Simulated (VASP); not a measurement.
A run of VASP 6.6.1 is set up as follows.

Contents of INCAR:

```
ALGO = Normal
EDIFF = 1E-6
EDIFFG = -0.04
ENCUT = 600
GGA = PE
IBRION = 2
ISIF = 3
ISMEAR = 0
LASPH = True
LCHARG = False
LREAL = False
LWAVE = False
NELM = 100
NSW = 90
PREC = Accurate
SIGMA = 0.1
```

File KPOINTS:

```
k-points
0
Gamma
  4 4 4
```

The input POSCAR:

```
Sb
1.0
    5.5600000000      0.0000000000      0.0000000000
    0.0000000000      5.5600000000      0.0000000000
    0.0000000000      0.0000000000      5.5600000000
Sb
7
Direct
    0.5000000000      0.5000000000      0.0000000000
    0.0000000000      0.5000000000      0.5000000000
    0.5000000000      0.0000000000      0.5000000000
    0.5000000000      0.5000000000      0.5000000000
    0.5000000000      0.0000000000      0.0000000000
    0.0000000000      0.5000000000      0.0000000000
    0.0000000000      0.0000000000      0.5000000000
```

Potentials or basis: VASP PAW PBE potentials, release 64 (Sb).

The run is started by

```bash
$ cat potpaw_PBE.64/Sb/POTCAR > POTCAR
$ mpirun -np 1 vasp_std > vasp.out
```

Q: Estimate the relaxed volume.

A: 32.48 Å³/atom.

Q: What does it give for the relaxed cell?

A: a = 6.103 Å, b = 6.103 Å, c = 6.103 Å, α = 90.00°, β = 90.00°, γ = 90.00°.

Q: Predict the space group after relaxing (to 0.05 Å).

A: Pm-3m (No. 221).

The path:
| step | energy change (eV) | largest force (eV/Å) | pressure (GPa) | volume (Å³) |
| --- | --- | --- | --- | --- |
| 1 | 0.0000 | 0.0000 | 26.70 | 171.88 |
| 2 | -1.6621 | 0.0000 | -6.86 | 295.07 |
| 3 | -3.5311 | 0.0000 | -0.28 | 228.58 |
| 4 | -3.5323 | 0.0000 | -0.02 | 227.34 |

Caveat: the volume moved by over 15 % at a fixed basis, so the end points are rough.
